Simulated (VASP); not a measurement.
# Cu (Fm-3m) in VASP: notebook

The runs below take Cu through single point, with LDA, PBE, PBEsol.

Program: VASP 6.6.1. These are calculated values, not measurements. Logs are shortened: lines on timing, memory, paths and dates and some standing lists are left out, and cuts for length are marked.

## 1. The cell of the first run

The structure is cubic, space group Fm-3m (No. 225). The conventional cell has a = 3.472 Å, b = 3.472 Å, c = 3.472 Å, α = 90.00°, β = 90.00°, γ = 90.00°. Within 3.2 Å of Cu (site symmetry m-3m) lie 12 Cu at 2.46 Å.

## 2. Single point, LDA

INCAR

```
SYSTEM = Cu
PREC = Accurate ; ENCUT = 520
EDIFF = 1E-7 ; ISMEAR = -1
SIGMA = 0.06 ; LREAL = .FALSE.
LASPH = .TRUE. ; NELM = 100
ALGO = Normal ; ISIF = 2
LWAVE = .FALSE. ; LCHARG = .FALSE.
NBANDS = 12
```

KPOINTS

```
regular mesh
0
G
  12 12 12
  0 0 0
```

POSCAR

```
Cu
1.0
    0.0000000000      1.7360710000      1.7360710000
    1.7360710000      0.0000000000      1.7360710000
    1.7360710000      1.7360710000      0.0000000000
Cu
1
Direct
    0.0000000000      0.0000000000      0.0000000000
```

Potentials or basis: VASP PAW LDA potentials, release 64 (Cu).

Run with:

```bash
$ cat potpaw_LDA.64/Cu/POTCAR > POTCAR
$ mpirun -np 1 vasp_std > vasp.out
```

OUTCAR:

```text
SYSTEM = Cu
   PREC = Accurate
   ENCUT = 520
   EDIFF = 1E-7
   ISMEAR = -1
   LREAL = .FALSE.
   LASPH = .TRUE.
   NELM = 100
   ISIF = 2

 ion  position               nearest neighbor table
   1  0.000  0.000  0.000-

  LATTYP: Found a face centered cubic cell.
 ALAT       =     3.4721420000

  Lattice vectors:

 A1 = (   0.0000000000,   1.7360710000,   1.7360710000)
 A2 = (   1.7360710000,   0.0000000000,   1.7360710000)
 A3 = (   1.7360710000,   1.7360710000,   0.0000000000)

Analysis of symmetry for initial positions (statically):
[... 5 lines left out ...]
 face centered cubic supercell.

 Subroutine GETGRP returns: Found 48 space group operations
 (whereof 48 operations were pure point group operations)
 out of a pool of 48 trial point group operations.

The static configuration has the point symmetry O_h .

Analysis of symmetry for dynamics (positions and initial velocities):
[... 5 lines left out ...]
 face centered cubic supercell.

 Subroutine GETGRP returns: Found 48 space group operations
 (whereof 48 operations were pure point group operations)
 out of a pool of 48 trial point group operations.

The dynamic configuration has the point symmetry O_h .

 Subroutine INISYM returns: Found 48 space group operations
 (whereof 48 operations are pure point group operations),
 and found     1 'primitive' translations

----------------------------------------------------------------------------------------

                                     Primitive cell

  volume of cell :      10.4648

  direct lattice vectors                    reciprocal lattice vectors
     0.000000000  1.736071000  1.736071000    -0.288006654  0.288006654  0.288006654
     1.736071000  0.000000000  1.736071000     0.288006654 -0.288006654  0.288006654
     1.736071000  1.736071000  0.000000000     0.288006654  0.288006654 -0.288006654

  length of vectors
     2.455175153  2.455175153  2.455175153     0.498842158  0.498842158  0.498842158

  position of ions in fractional coordinates (direct lattice)
     0.000000000  0.000000000  0.000000000

  ion indices of the primitive-cell ions
   primitive index   ion index
                 1           1

----------------------------------------------------------------------------------------

 KPOINTS: regular mesh

Automatic generation of k-mesh.
 Grid dimensions read from file:
 generate k-points for:   12   12   12

 Generating k-lattice:

  Cartesian coordinates                     Fractional coordinates (reciprocal lattice)
    -0.024000555  0.024000555  0.024000555     0.083333333  0.000000000  0.000000000
     0.024000555 -0.024000555  0.024000555     0.000000000  0.083333333  0.000000000
     0.024000555  0.024000555 -0.024000555     0.000000000  0.000000000  0.083333333

  Length of vectors
     0.041570180  0.041570180  0.041570180

  Shift w.r.t. Gamma in fractional coordinates (k-lattice)
     0.000000000  0.000000000  0.000000000

 Subroutine IBZKPT returns following result:
 ===========================================

 Found     72 irreducible k-points:

 Following reciprocal coordinates:
            Coordinates               Weight
  0.000000  0.000000  0.000000      1.000000
  0.083333  0.000000  0.000000      8.000000
  0.166667  0.000000  0.000000      8.000000
  0.250000  0.000000  0.000000      8.000000
  0.333333  0.000000  0.000000      8.000000
  0.416667  0.000000  0.000000      8.000000
[... 16 lines left out ...]
  0.500000  0.166667  0.000000     24.000000
 -0.416667  0.166667  0.000000     24.000000
 [... further k-points ...]
   k-points           NKPTS =     72   k-points in BZ     NKDIM =     72   number of bands    NBANDS=     12
   number of dos      NEDOS =    301   number of ions     NIONS =      1
   total plane-waves  NPLWV =   5832
   dimension x,y,z NGX =    18 NGY =   18 NGZ =   18
   dimension x,y,z NGXF=    36 NGYF=   36 NGZF=   36
   ions per type =               1
   NGX,Y,Z   is equivalent  to a cutoff of  12.19, 12.19, 12.19 a.u.
   NGXF,Y,Z  is equivalent  to a cutoff of  24.38, 24.38, 24.38 a.u.
 SYSTEM =  Cu
   PREC   = accura    normal or accurate (medium, high low for compatibility)
   ISTART =      0    job   : 0-new  1-cont  2-samecut
   ICHARG =      2    charge: 1-file 2-atom 10-const
   ISPIN  =      1    spin polarized calculation?
   LNONCOLLINEAR =      F non collinear calculations
   LSORBIT =      F    spin-orbit coupling
   LASPH  =      T    aspherical Exc in radial PAW
   ENCUT  =  520.0 eV  38.22 Ry    6.18 a.u.   4.56  4.56  4.56*2*pi/ulx,y,z
   NELM   =    100;   NELMIN=  2; NELMDL= -5     # of ELM steps
   EDIFF  = 0.1E-06   stopping-criterion for ELM
   LREAL  =      F    real-space projection
   EDIFFG = 0.1E-05   stopping-criterion for IOM
   NSW    =      0    number of steps for IOM
   IBRION =     -1    ionic relax: 0-MD 1-quasi-New 2-CG
   NFREE  =      0    steps in history (QN), initial steepest desc. (CG)
   ISIF   =      2    stress and relaxation
   ISYM   =      2    0-nonsym 1-usesym 2-fastsym
   POTIM  = 0.5000    time-step for ionic-motion
   TEBEG  =    0.0;   TEEND  =   0.0 temperature during run
   PSTRESS=    0.0 pullay stress
   NELECT =      11.0000    total number of electrons
   NUPDOWN=      -1.0000    fix difference up-down
   EMIN   =  10.00;   EMAX   =-10.00  energy-range for DOS
   EFERMI =   0.00;   METHOD = LEGACY
   ISMEAR =    -1;   SIGMA  =   0.06  broadening in eV -4-tet -1-fermi 0-gaus
   EFERMI_NEDOS =   21; number of points for ismear=-14 and -15
   IALGO  =     38    algorithm
   IMIX   =      4    mixing-type and parameters
     AMIX     =   0.40;   BMIX     =  1.00
     AMIX_MAG =   1.60;   BMIX_MAG =  1.00
  volume/ion in A,a.u.               =      10.46        70.62
  Fermi-wavevector in a.u.,A,eV,Ry     =   1.664543  3.145529 37.697690  2.770702
  Thomas-Fermi vector in A             =   2.751068
   LORBIT       =      0    0 simple, 1 ext, 2 COOP (PROOUT), +10 PAW based schemes
   GGA     = CA    functional components
   LHFCALC =     F    Hartree Fock is set to
   AEXX    =    0.0000 exact exchange contribution
   IVDW    =     0    specifies the selected vdW correction
   LEPSILON=     F    determine dielectric tensor
   LRPA    =     F    only Hartree local field effects (RPA)
 non-spin polarized calculation
  energy-cutoff  :      520.00
  volume of cell :       10.46
 maximum number of plane-waves:       295
   NGX =  9   NGY =  9   NGZ =  9

 number of electron      10.9999990 magnetization

 Free energy of the ion-electron system (eV)
  ---------------------------------------------------
  ext. energy  EPLUGINS =         0.00000000
  ---------------------------------------------------
  free energy    TOTEN  =        -4.69301528 eV

  energy without entropy =       -4.68962586  energy(sigma->0) =       -4.69132057

 E-fermi :   8.9127     XC(G=0): -13.8256

 val. band max:        8.7469212175   @ k =  -0.2500   0.2500   0.0833
 cond. band min:       8.9325457767   @ k =   0.5000   0.3333   0.1667
 fundamental gap:      0.1856245592
 Fermi energy:         8.9127135836

 k-point     1 :       0.0000    0.0000    0.0000
  band No.  band energies     occupation
      1      -1.3519      2.00000
      2       5.4784      2.00000
      3       5.4784      2.00000
      4       5.4784      2.00000
      5       6.4885      2.00000
      6       6.4885      2.00000
      7      32.5817      0.00000
      8      36.0332      0.00000
      9      36.0332      0.00000
     10      36.0332      0.00000
     11      38.7144      0.00000
     12      38.7144      0.00000

 k-point     2 :       0.0833    0.0000    0.0000
  band No.  band energies     occupation
      1      -1.0767      2.00000
      2       5.4140      2.00000
      3       5.5341      2.00000
      4       5.5341      2.00000
      5       6.4668      2.00000
      6       6.4668      2.00000
      7      31.1403      0.00000
      8      33.8630      0.00000
      9      35.3440      0.00000
     10      35.3440      0.00000
     11      39.7394      0.00000
     12      39.7394      0.00000

 k-point     3 :       0.1667    0.0000    0.0000
  band No.  band energies     occupation
      1      -0.2771      2.00000
      2       5.2639      2.00000
      3       5.6458      2.00000
      4       5.6458      2.00000
      5       6.4543      2.00000
      6       6.4543      2.00000
      7      26.8643      0.00000
      8      33.2453      0.00000
      9      34.3542      0.00000
     10      34.3542      0.00000
     11      40.4946      0.00000
     12      40.9654      0.00000

 k-point     4 :       0.2500    0.0000    0.0000
  band No.  band energies     occupation
      1       0.9382      2.00000
      2       5.1691      2.00000
      3       5.6686      2.00000
      4       5.6686      2.00000
      5       6.5826      2.00000
      6       6.5826      2.00000
      7      22.4451      0.00000
      8      32.6180      0.00000
      9      33.5956      0.00000
     10      33.5956      0.00000
     11      39.4452      0.00000
     12      39.4452      0.00000

 k-point     5 :       0.3333    0.0000    0.0000
  band No.  band energies     occupation
      1       2.2265      2.00000
      2       5.4682      2.00000
      3       5.5782      2.00000
      4       5.5782      2.00000
      5       6.8437      2.00000
      6       6.8437      2.00000
      7      18.3859      0.00000
      8      31.8541      0.00000
      9      33.1131      0.00000
     10      33.1131      0.00000
     11      37.5694      0.00000
     12      37.5694      0.00000
[... 228 lines left out ...]
      1       2.1537      2.00000
      2       4.7302      2.00000
      3       5.5426      2.00000
      4       6.0097      2.00000
      5       6.8718      2.00000
      6       6.9582      2.00000
      7      21.7383      0.00000
      8      28.2078      0.00000
      9      29.0156      0.00000
     10      31.3752      0.00000
     11      38.0513      0.00000
     12      43.0053      0.00000

 k-point    22 :       0.4167    0.1667    0.0000
  band No.  band energies     occupation
      1       3.1786      2.00000
      2       4.8485      2.00000
      3       5.3849      2.00000
      4       5.9240      2.00000
      5       7.1481      2.00000
      6       7.8843      2.00000
      7      17.8095      0.00000
      8      27.3698      0.00000
      9      28.0340      0.00000
     10      30.8629      0.00000
     11      41.3258      0.00000
     12      42.4369      0.00000

 k-point    23 :       0.5000    0.1667    0.0000
  band No.  band energies     occupation
      1       3.5901      2.00000
      2       4.9889      2.00000
      3       5.5671      2.00000
      4       5.8324      2.00000
      5       7.1959      2.00000
      6       9.4539      0.00024
      7      14.5801      0.00000
      8      25.9077      0.00000
      9      28.5052      0.00000
     10      30.7854      0.00000
     11      41.1897      0.00000
     12      41.5143      0.00000

 k-point    24 :      -0.4167    0.1667    0.0000
  band No.  band energies     occupation
      1       3.6513      2.00000
      2       5.0460      2.00000
      3       5.6611      2.00000
      4       5.7903      2.00000
      5       7.0519      2.00000
      6       9.9971      0.00000
      7      13.8745      0.00000
      8      24.8624      0.00000
      9      29.6317      0.00000
     10      31.1527      0.00000
     11      40.2551      0.00000
     12      41.0163      0.00000

 [... further k-points ...]
[... 5 lines left out ...]
  --------------------------------------------------------------------------------------
  -------------------------------------------------------------------------------------
  Total        0.5923483      0.5923483      0.5923483     -0.0000000     -0.0000000      0.0000000
  in kB       90.6891367     90.6891367     90.6891367     -0.0000000     -0.0000000      0.0000000
  external PRESSURE =      90.6891367 kB  Pullay stress =       0.0000000 kB

 VOLUME and BASIS-vectors are now :
 -----------------------------------------------------------------------------
  energy-cutoff  :      520.00
  volume of cell :       10.46
      direct lattice vectors                 reciprocal lattice vectors
     0.000000000  1.736071000  1.736071000    -0.288006654  0.288006654  0.288006654
     1.736071000  0.000000000  1.736071000     0.288006654 -0.288006654  0.288006654
     1.736071000  1.736071000  0.000000000     0.288006654  0.288006654 -0.288006654

 POSITION                                       TOTAL-FORCE (eV/Angst)
 -----------------------------------------------------------------------------------
      0.00000      0.00000      0.00000         0.000000     -0.000000      0.000000
 -----------------------------------------------------------------------------------
    total drift:                                0.000000     -0.000000     -0.000000

  FREE ENERGIE OF THE ION-ELECTRON SYSTEM (eV)
  ---------------------------------------------------
  free  energy   TOTEN  =        -4.6930152798 eV

  energy  without entropy=       -4.6896258635  energy(sigma->0) =       -4.69132057
```

Wall time 6.9 s (1 thread of Intel Xeon Platinum 8259CL at 2.50GHz (Skylake/Cascade Lake), shared host); peak memory 0.11 GiB.

What came out:

```yaml
Free_energy: -4.6930 eV
Pressure: 9.1 GPa
```

## 3. Single point, PBE

INCAR

```
  PREC = Accurate
  ENCUT = 520
  EDIFF = 1E-6
  ISMEAR = -1
  SIGMA = 0.06
  LREAL = F
  LASPH = T
  NELM = 60
  ALGO = Normal
  ISIF = 2
  LWAVE = F
  LCHARG = T
  GGA = PE
  LELF = T
  LVHAR = T
  NBANDS = 12
```

KPOINTS

```
regular mesh
0
Gamma
  12 12 12
```

POSCAR is that of step 2.

Potentials or basis: VASP PAW PBE potentials, release 64 (Cu).

Run with:

```bash
$ cat potpaw_PBE.64/Cu/POTCAR > POTCAR
$ mpirun -np 1 vasp_std > vasp.out
```

Run time: 7.5 s. Hardware: 1 thread of Intel Xeon Platinum 8259CL at 2.50GHz (Skylake/Cascade Lake), shared host; peak memory 0.12 GiB.

Results (log left out):

| Property | Result |
| --- | --- |
| Free energy | -3.6139 eV |
| Pressure | 26.7 GPa |

Levels at points of the mesh, in eV from the Fermi level:
```tsv
k point	band 2	band 3	band 4	band 5	band 6	band 7	band 8	band 9	band 10	band 11
(0.00, 0.00, 0.00)	-3.40	-3.40	-3.40	-2.41	-2.41	23.58	27.19	27.19	27.19	29.85
(0.50, 0.00, 0.00)	-3.44	-3.44	-1.73	-1.73	-1.34	4.44	22.02	24.05	24.05	26.91
(0.50, 0.50, 0.00)	-5.08	-1.75	-1.55	-1.55	1.44	8.03	14.09	14.09	18.90	22.40
```

(Continued in part 2 of 2.)
